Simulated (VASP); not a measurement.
# AlGaN2 (P-4m2) in VASP: further runs

AlGaN2 is run at these levels: LDA; tasks: single point.

All numbers are computed with VASP 6.6.1; they aren't measurements. Logs are shortened: lines on timing, memory, paths and dates and some standing lists are left out, and cuts for length are marked.

## (1) The cell of the first run

It takes space group P-4m2 (No. 115, tetragonal). The conventional cell has a = 3.289 Å, b = 3.289 Å, c = 3.934 Å, α = 90.00°, β = 90.00°, γ = 90.00°. Within 2.5 Å of Al (site symmetry -4m2) lie 4 N at 1.90 Å. Within 2.6 Å of Ga (site symmetry -4m2) lie 4 N at 1.94 Å. N (site symmetry 2mm) has 2 Al at 1.90 Å and 2 Ga at 1.94 Å within 2.5 Å.

## (2) Single point, LDA

The input, INCAR:

```
PREC = Accurate
ENCUT = 520
EDIFF = 1E-7
ISMEAR = 0
SIGMA = 0.05
LREAL = False
LASPH = True
NELM = 100
ALGO = Normal
ISIF = 2
LWAVE = False
LCHARG = False
GGA = CA
NBANDS = 21
```

The input, KPOINTS:

```
Automatic mesh
0
Gamma
  8 8 6
```

The input, POSCAR:

```
AlGaN2
1.0
    3.2887057167      0.0000000000      0.0000000000
    0.0000000000      3.2887057167      0.0000000000
    0.0000000000      0.0000000000      3.9341345190
Al Ga N
1 1 2
Direct
    0.5000000000      0.5000000000      0.5000000000
    0.0000000000      0.0000000000      0.0000000000
    0.5000000000      0.0000000000      0.7400513254
    0.0000000000      0.5000000000      0.2599486746
```

Potentials or basis: VASP PAW LDA potentials, release 64 (Al, Ga_d, N).

Command:

```sh
cat potpaw_LDA.64/Al/POTCAR potpaw_LDA.64/Ga_d/POTCAR potpaw_LDA.64/N/POTCAR > POTCAR
mpirun -np 1 vasp_std > vasp.out
```

OUTCAR:

```text
PREC = Accurate
   ENCUT = 520
   EDIFF = 1E-7
   ISMEAR = 0
   LREAL = False
   LASPH = True
   NELM = 100
   ISIF = 2
   GGA = CA

 ion  position               nearest neighbor table
   1  0.500  0.500  0.500-   3 1.90   4 1.90   3 1.90   4 1.90   2 3.05   2 3.05   2 3.05   2 3.05
                             2 3.05   2 3.05   2 3.05   2 3.05
   2  0.000  0.000  0.000-   3 1.94   4 1.94   4 1.94   3 1.94   1 3.05   1 3.05   1 3.05   1 3.05
                             1 3.05   1 3.05   1 3.05   1 3.05
   3  0.500  0.000  0.740-   1 1.90   1 1.90   2 1.94   2 1.94
   4  0.000  0.500  0.260-   1 1.90   1 1.90   2 1.94   2 1.94

  LATTYP: Found a simple tetragonal cell.
 ALAT       =     3.2887057167
 C/A-ratio  =     1.1962561743

  Lattice vectors:

 A1 = (   3.2887057167,   0.0000000000,   0.0000000000)
 A2 = (   0.0000000000,   3.2887057167,   0.0000000000)
 A3 = (   0.0000000000,   0.0000000000,   3.9341345190)

Analysis of symmetry for initial positions (statically):
=====================================================================
 Subroutine PRICEL returns:
 Original cell was already a primitive cell.

 Routine SETGRP: Setting up the symmetry group for a
 simple tetragonal supercell.

 Subroutine GETGRP returns: Found  8 space group operations
 (whereof  8 operations were pure point group operations)
 out of a pool of 16 trial point group operations.

The static configuration has the point symmetry D_2d.

Analysis of symmetry for dynamics (positions and initial velocities):
=====================================================================
 Subroutine PRICEL returns:
 Original cell was already a primitive cell.

 Routine SETGRP: Setting up the symmetry group for a
 simple tetragonal supercell.

 Subroutine GETGRP returns: Found  8 space group operations
 (whereof  8 operations were pure point group operations)
 out of a pool of 16 trial point group operations.

The dynamic configuration has the point symmetry D_2d.

 Subroutine INISYM returns: Found  8 space group operations
 (whereof  8 operations are pure point group operations),
 and found     1 'primitive' translations

----------------------------------------------------------------------------------------

                                     Primitive cell

  volume of cell :      42.5500

  direct lattice vectors                    reciprocal lattice vectors
     3.288705717  0.000000000  0.000000000     0.304070989  0.000000000  0.000000000
     0.000000000  3.288705717  0.000000000     0.000000000  0.304070989  0.000000000
     0.000000000  0.000000000  3.934134519     0.000000000  0.000000000  0.254185513

  length of vectors
     3.288705717  3.288705717  3.934134519     0.304070989  0.304070989  0.254185513

  position of ions in fractional coordinates (direct lattice)
     0.500000000  0.500000000  0.500000000
     0.000000000  0.000000000  0.000000000
     0.500000000  0.000000000  0.740051325
     0.000000000  0.500000000  0.259948675

  ion indices of the primitive-cell ions
   primitive index   ion index
                 1           1
                 2           2
                 3           3
                 4           4

----------------------------------------------------------------------------------------

 KPOINTS: Automatic mesh

Automatic generation of k-mesh.
 Grid dimensions read from file:
 generate k-points for:    8    8    6

 Generating k-lattice:

  Cartesian coordinates                     Fractional coordinates (reciprocal lattice)
     0.038008874  0.000000000  0.000000000     0.125000000  0.000000000  0.000000000
     0.000000000  0.038008874  0.000000000     0.000000000  0.125000000  0.000000000
     0.000000000  0.000000000  0.042364252     0.000000000  0.000000000  0.166666667

  Length of vectors
     0.038008874  0.038008874  0.042364252

  Shift w.r.t. Gamma in fractional coordinates (k-lattice)
     0.000000000  0.000000000  0.000000000

 Subroutine IBZKPT returns following result:
 ===========================================

 Found     60 irreducible k-points:

 Following reciprocal coordinates:
            Coordinates               Weight
  0.000000  0.000000  0.000000      1.000000
  0.125000  0.000000  0.000000      4.000000
  0.250000  0.000000  0.000000      4.000000
  0.375000  0.000000  0.000000      4.000000
  0.500000  0.000000  0.000000      2.000000
  0.125000  0.125000  0.000000      4.000000
[... 16 lines left out ...]
  0.375000  0.125000  0.166667     16.000000
  0.500000  0.125000  0.166667      8.000000
 [... further k-points ...]
   k-points           NKPTS =     60   k-points in BZ     NKDIM =     60   number of bands    NBANDS=     21
   number of dos      NEDOS =    301   number of ions     NIONS =      4
   total plane-waves  NPLWV =  17280
   dimension x,y,z NGX =    24 NGY =   24 NGZ =   30
   dimension x,y,z NGXF=    48 NGYF=   48 NGZF=   60
   ions per type =               1   1   2
   NGX,Y,Z   is equivalent  to a cutoff of  12.13, 12.13, 12.68 a.u.
   NGXF,Y,Z  is equivalent  to a cutoff of  24.26, 24.26, 25.35 a.u.
 SYSTEM =  unknown system
   PREC   = accura    normal or accurate (medium, high low for compatibility)
   ISTART =      0    job   : 0-new  1-cont  2-samecut
   ICHARG =      2    charge: 1-file 2-atom 10-const
   ISPIN  =      1    spin polarized calculation?
   LNONCOLLINEAR =      F non collinear calculations
   LSORBIT =      F    spin-orbit coupling
   LASPH  =      T    aspherical Exc in radial PAW
   ENCUT  =  520.0 eV  38.22 Ry    6.18 a.u.   6.11  6.11  7.31*2*pi/ulx,y,z
   NELM   =    100;   NELMIN=  2; NELMDL= -5     # of ELM steps
   EDIFF  = 0.1E-06   stopping-criterion for ELM
   LREAL  =      F    real-space projection
   EDIFFG = 0.1E-05   stopping-criterion for IOM
   NSW    =      0    number of steps for IOM
   IBRION =     -1    ionic relax: 0-MD 1-quasi-New 2-CG
   NFREE  =      0    steps in history (QN), initial steepest desc. (CG)
   ISIF   =      2    stress and relaxation
   ISYM   =      2    0-nonsym 1-usesym 2-fastsym
   POTIM  = 0.5000    time-step for ionic-motion
   TEBEG  =    0.0;   TEEND  =   0.0 temperature during run
   PSTRESS=    0.0 pullay stress
   NELECT =      26.0000    total number of electrons
   NUPDOWN=      -1.0000    fix difference up-down
   EMIN   =  10.00;   EMAX   =-10.00  energy-range for DOS
   EFERMI =   0.00;   METHOD = LEGACY
   ISMEAR =     0;   SIGMA  =   0.05  broadening in eV -4-tet -1-fermi 0-gaus
   EFERMI_NEDOS =   21; number of points for ismear=-14 and -15
   IALGO  =     38    algorithm
   IMIX   =      4    mixing-type and parameters
     AMIX     =   0.40;   BMIX     =  1.00
     AMIX_MAG =   1.60;   BMIX_MAG =  1.00
  volume/ion in A,a.u.               =      10.64        71.79
  Fermi-wavevector in a.u.,A,eV,Ry     =   1.389205  2.625216 26.257738  1.929889
  Thomas-Fermi vector in A             =   2.513258
   LORBIT       =      0    0 simple, 1 ext, 2 COOP (PROOUT), +10 PAW based schemes
   GGA     = CA    functional components
   LHFCALC =     F    Hartree Fock is set to
   AEXX    =    0.0000 exact exchange contribution
   IVDW    =     0    specifies the selected vdW correction
   LEPSILON=     F    determine dielectric tensor
   LRPA    =     F    only Hartree local field effects (RPA)
 non-spin polarized calculation
 Gauss-broadening in eV      SIGMA  =   0.05
  energy-cutoff  :      520.00
  volume of cell :       42.55
 maximum number of plane-waves:      1168
   NGX = 13   NGY = 13   NGZ = 15

 number of electron      25.9999997 magnetization

 Free energy of the ion-electron system (eV)
  ---------------------------------------------------
  ext. energy  EPLUGINS =         0.00000000
  ---------------------------------------------------
  free energy    TOTEN  =       -30.08278343 eV

  energy without entropy =      -30.08278343  energy(sigma->0) =      -30.08278343

 E-fermi :   6.1191     XC(G=0): -11.8683

 val. band max:        5.8653438527   @ k =   0.0000   0.0000   0.0000
 cond. band min:       8.6879392918   @ k =   0.0000   0.0000   0.0000
 fundamental gap:      2.8225954391
 Fermi energy:         6.1191221894

 k-point     1 :       0.0000    0.0000    0.0000
  band No.  band energies     occupation
      1      -9.8436      2.00000
      2      -8.3976      2.00000
      3      -7.4708      2.00000
      4      -7.4708      2.00000
      5      -7.4268      2.00000
      6      -7.2175      2.00000
[... 13 lines left out ...]
     20      19.8178      0.00000
     21      19.8212      0.00000

 k-point     2 :       0.1250    0.0000    0.0000
  band No.  band energies     occupation
      1      -9.7146      2.00000
      2      -8.3951      2.00000
      3      -7.4688      2.00000
      4      -7.4608      2.00000
      5      -7.4158      2.00000
      6      -7.2277      2.00000
[... 13 lines left out ...]
     20      19.3138      0.00000
     21      19.4393      0.00000

 k-point     3 :       0.2500    0.0000    0.0000
  band No.  band energies     occupation
      1      -9.3663      2.00000
      2      -8.4027      2.00000
      3      -7.4640      2.00000
      4      -7.4138      2.00000
      5      -7.3643      2.00000
      6      -7.2521      2.00000
[... 13 lines left out ...]
     20      18.4059      0.00000
     21      18.9232      0.00000
[... 457 lines left out ...]
 k-point    23 :       0.3750    0.1250    0.1667
  band No.  band energies     occupation
      1      -8.8071      2.00000
      2      -8.4357      2.00000
      3      -7.4633      2.00000
      4      -7.3491      2.00000
      5      -7.2964      2.00000
      6      -7.0158      2.00000
[... 13 lines left out ...]
     20      18.4089      0.00000
     21      18.6831      0.00000

 k-point    24 :       0.5000    0.1250    0.1667
  band No.  band energies     occupation
      1      -8.5869      2.00000
      2      -8.5306      2.00000
      3      -7.4591      2.00000
      4      -7.3398      2.00000
      5      -7.3058      2.00000
      6      -6.5992      2.00000
[... 13 lines left out ...]
     20      18.2968      0.00000
     21      18.3645      0.00000

 [... further k-points ...]

------------------------ aborting loop because EDIFF is reached ----------------------------------------

  FORCE on cell =-STRESS in cart. coord.  units (eV):
  Direction    XX          YY          ZZ          XY          YZ          ZX
  --------------------------------------------------------------------------------------
  -------------------------------------------------------------------------------------
  Total       -1.6906895     -1.6906895      2.0931662      0.0000000      0.0000000     -0.0000000
  in kB      -63.6612575    -63.6612575     78.8161216      0.0000000      0.0000000     -0.0000000
  external PRESSURE =     -16.1687978 kB  Pullay stress =       0.0000000 kB

 VOLUME and BASIS-vectors are now :
 -----------------------------------------------------------------------------
  energy-cutoff  :      520.00
  volume of cell :       42.55
      direct lattice vectors                 reciprocal lattice vectors
     3.288705717  0.000000000  0.000000000     0.304070989  0.000000000  0.000000000
     0.000000000  3.288705717  0.000000000     0.000000000  0.304070989  0.000000000
     0.000000000  0.000000000  3.934134519     0.000000000  0.000000000  0.254185513

 POSITION                                       TOTAL-FORCE (eV/Angst)
 -----------------------------------------------------------------------------------
      1.64435      1.64435      1.96707        -0.000000      0.000000      0.000000
      0.00000      0.00000      0.00000        -0.000000     -0.000000      0.000000
      1.64435      0.00000      2.91146         0.000000     -0.000000     -0.292987
      0.00000      1.64435      1.02267        -0.000000     -0.000000      0.292987
 -----------------------------------------------------------------------------------
    total drift:                               -0.000000      0.000000      0.000000

  FREE ENERGIE OF THE ION-ELECTRON SYSTEM (eV)
  ---------------------------------------------------
  free  energy   TOTEN  =       -30.0827834329 eV

  energy  without entropy=      -30.0827834329  energy(sigma->0) =      -30.08278343
```

Run time: 21 s. Hardware: 1 thread of AMD EPYC 9R45 (Zen 5), shared host; peak memory 0.14 GiB.

Results:

```yaml
Free_energy: -30.0828 eV
Pressure: -1.6 GPa
Largest_force: 0.293 eV/Å
Band_gap_on_the_k_mesh: 2.82 eV, direct
```

Forces on the atoms (eV/Å):
```
Al   0.000  0.000  0.000
Ga   0.000  0.000  0.000
N    0.000  0.000 -0.293
N    0.000  0.000  0.293
```

## (3) Single point, LDA

This run uses another cell than the first one, of the same volume but with other edges.

The input, INCAR:

```
PREC = Accurate
ENCUT = 520
EDIFF = 1E-6
ISMEAR = 0
SIGMA = 0.05
LREAL = False
LASPH = True
NELM = 60
ALGO = Normal
ISIF = 2
LWAVE = False
LCHARG = True
LELF = True
LVHAR = True
NBANDS = 21
```

The input, KPOINTS:

```
regular mesh
0
Gamma
  8 8 6
```

The input, POSCAR:

```
AlGaN2
1.0
    2.9315968056      0.0000000000      0.0000000000
    0.0000000000      2.9315968056      0.0000000000
    0.0000000000      0.0000000000      4.9509752178
Al Ga N
1 1 2
Direct
    0.5000000000      0.5000000000      0.5000000000
    0.0000000000      0.0000000000      0.0000000000
    0.5000000000      0.0000000000      0.7400513254
    0.0000000000      0.5000000000      0.2599486746
```

Potentials or basis: VASP PAW LDA potentials, release 64 (Al, Ga_d, N).

Command:

```sh
cat potpaw_LDA.64/Al/POTCAR potpaw_LDA.64/Ga_d/POTCAR potpaw_LDA.64/N/POTCAR > POTCAR
mpirun -np 1 vasp_std > vasp.out
```

It took 25 s on 1 thread of AMD EPYC 9R45 (Zen 5), shared host; peak memory 0.15 GiB.

It converged, with:

```
Free energy            : -29.7926 eV
Pressure               : -1.1 GPa
Largest force          : 0.211 eV/Å
Band gap on the k mesh : 2.44 eV, indirect (least direct gap 2.47 eV)
```

Forces in eV/Å, atoms in the order of the input:
```
Al   0.000  0.000  0.000
Ga   0.000  0.000  0.000
N    0.000  0.000  0.211
N    0.000  0.000 -0.211
```

Stress tensor (GPa, compression positive):
```
 11.32   0.00   0.00
  0.00  11.32   0.00
  0.00   0.00 -25.79
```

Levels at points of the mesh, in eV from the valence-band top:
```tsv
k point	band 10	band 11	band 12	band 13	band 14	band 15	band 16	band 17
(0.00, 0.00, 0.00)	-1.74	-1.31	-0.03	-0.03	2.44	3.98	9.07	10.36
(0.50, 0.00, 0.00)	-4.20	-4.10	-0.55	-0.21	6.64	6.64	7.77	8.79
(0.50, 0.50, 0.00)	-3.15	-3.15	-3.12	-3.04	2.60	2.60	4.85	7.65
(0.00, 0.00, 0.50)	-1.22	-1.22	-0.70	-0.70	4.76	5.07	6.86	9.64
(0.50, 0.00, 0.50)	-2.02	-1.97	-0.55	-0.16	3.85	4.98	8.94	9.18
(0.50, 0.50, 0.50)	-4.34	-3.69	-3.69	-3.63	4.88	4.88	7.83	8.10
```

## (4) Single point, LDA

This run uses another cell than the first one, of the same volume but with other edges.

The input, INCAR:

```
ALGO     = Normal         # electronic algorithm
EDIFF    = 1E-6           # SCF threshold, eV
ENCUT    = 520            # plane-wave cutoff, eV
GGA      = CA             # functional
ISIF     = 2              # what is computed and relaxed
ISMEAR   = 0              # smearing method
LASPH    = T              # aspherical terms in the spheres
LCHARG   = F              # write CHGCAR
LREAL    = F              # projectors in reciprocal space
LWAVE    = F              # write WAVECAR
NBANDS   = 21             # bands
NELM     = 80             # most SCF steps
PREC     = Accurate       # precision mode
SIGMA    = 0.05           # smearing width, eV
```

The input, KPOINTS:

```
k-points
0
Gamma
  8 8 6
```

The input, POSCAR:

```
AlGaN2
1.0
    3.2030868368      0.0000000000      0.0000000000
    0.0000000000      3.2030868368      0.0000000000
    0.0000000000      0.0000000000      4.1472651916
Al Ga N
1 1 2
Direct
    0.5000000000      0.5000000000      0.5000000000
    0.0000000000      0.0000000000      0.0000000000
    0.5000000000      0.0000000000      0.7400513254
    0.0000000000      0.5000000000      0.2599486746
```

Command:

```sh
cat potpaw_LDA.64/Al/POTCAR potpaw_LDA.64/Ga_d/POTCAR potpaw_LDA.64/N/POTCAR > POTCAR
mpirun -np 1 vasp_std > vasp.out
```

It took 20 s on 1 thread of AMD EPYC 9R45 (Zen 5), shared host; peak memory 0.14 GiB.

Results (log left out):

| Item | Value |
| --- | --- |
| Free energy | -30.2460 eV |
| Pressure | 0.2 GPa |
| Largest force | 0.173 eV/Å |
| Band gap on the k mesh | 3.06 eV, direct |

Forces on the atoms (eV/Å):
```
Al   0.000  0.000  0.000
Ga   0.000  0.000  0.000
N    0.000  0.000 -0.173
N    0.000  0.000  0.173
```

Stress tensor (GPa, compression positive):
```
-2.76  0.00  0.00
 0.00 -2.76  0.00
 0.00  0.00  5.98
```

Levels at points of the mesh, in eV from the valence-band top:
```tsv
k point	band 9	band 10	band 11	band 12	band 13	band 14	band 15	band 16	band 17	band 18
(0.00, 0.00, 0.00)	-2.82	-2.82	-0.08	-0.08	0.00	3.06	3.26	6.67	11.32	11.40
(0.50, 0.00, 0.00)	-4.33	-2.69	-2.52	-1.30	-1.10	6.97	7.04	7.49	8.04	11.11
(0.50, 0.50, 0.00)	-5.28	-2.08	-2.08	-2.07	-2.06	3.46	3.46	6.95	9.04	12.16
(0.00, 0.00, 0.50)	-2.27	-1.87	-1.87	-1.29	-1.29	5.48	5.75	7.67	8.64	12.17
(0.50, 0.00, 0.50)	-6.33	-1.25	-0.90	-0.65	-0.24	5.20	6.45	9.23	9.54	9.58
(0.50, 0.50, 0.50)	-4.50	-4.14	-3.38	-3.38	-3.38	6.74	6.74	9.12	10.54	11.57
```

## (5) Overview

```csv
cell,gap on the mesh (eV),pressure (GPa),largest force (eV/Å)
"a = 3.289, b = 3.289, c = 3.934 Å, 4 atoms",2.82,-1.6,0.29
"a = 2.932, b = 2.932, c = 4.951 Å, 4 atoms",2.44,-1.1,0.21
"a = 3.203, b = 3.203, c = 4.147 Å, 4 atoms",3.06,0.2,0.17
```

Alike in all rows: task single point; level LDA; potentials or basis VASP PAW LDA potentials, release 64 (Al, Ga_d, N); no spin polarisation; k mesh 8 × 8 × 6; cutoff (eV) 520; smearing gaussian 0.05 eV.

Total energies depend on the potentials used, so only differences within one code and one set of settings carry meaning.
